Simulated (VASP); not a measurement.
Wanted: the native input for a VASP 6.6.1 run.

* Task: single point
* Functional: PBEsol
* Potentials or basis: VASP PAW PBE potentials, release 64 (Zr_sv, S)
* Cutoff: 520 eV
* k mesh: 22 × 22 × 22
* Occupations: gaussian, width 0.1 eV
* Spin: no spin polarisation
* Dipole correction: no
* Further INCAR settings: ALGO = Normal; EDIFF = 1e-07; NBANDS = 16

The structure of ZrS lies in POSCAR:

```
ZrS
1.0
    0.0000000000      2.6250000000      2.6250000000
    2.6250000000      0.0000000000      2.6250000000
    2.6250000000      2.6250000000      0.0000000000
Zr S
1 1
Direct
    0.0000000000      0.0000000000      0.0000000000
    0.5000000000      0.5000000000      0.5000000000
```

The input as run:

INCAR

```
SYSTEM = ZrS
ALGO = Normal
EDIFF = 1E-7
ENCUT = 520
GGA = PS
ISIF = 2
ISMEAR = 0
LASPH = .TRUE.
LCHARG = .FALSE.
LREAL = .FALSE.
LWAVE = .FALSE.
NBANDS = 16
NELM = 80
PREC = Accurate
SIGMA = 0.1
```

KPOINTS

```
k-points
0
G
  22 22 22
  0 0 0
```

Potentials or basis: VASP PAW PBE potentials, release 64 (Zr_sv, S).

Launch:

```console
$ cat potpaw_PBE.64/Zr_sv/POTCAR potpaw_PBE.64/S/POTCAR > POTCAR
$ mpirun -np 1 vasp_std > vasp.out
```

Results of the run:

```yaml
Pressure: -6.3 GPa
Band_gap_on_the_k_mesh: zero (band 9 reaches 12.07 eV, above the bottom of band 10 at 9.24 eV)
```

Caveat: the PAW data sets were made with another functional, which shifts forces and pressure a little.

Wall time 80 s on 1 thread of Intel(R) Xeon(R) 6975P-C (Granite Rapids), on a shared host, peak memory 0.3 GiB.
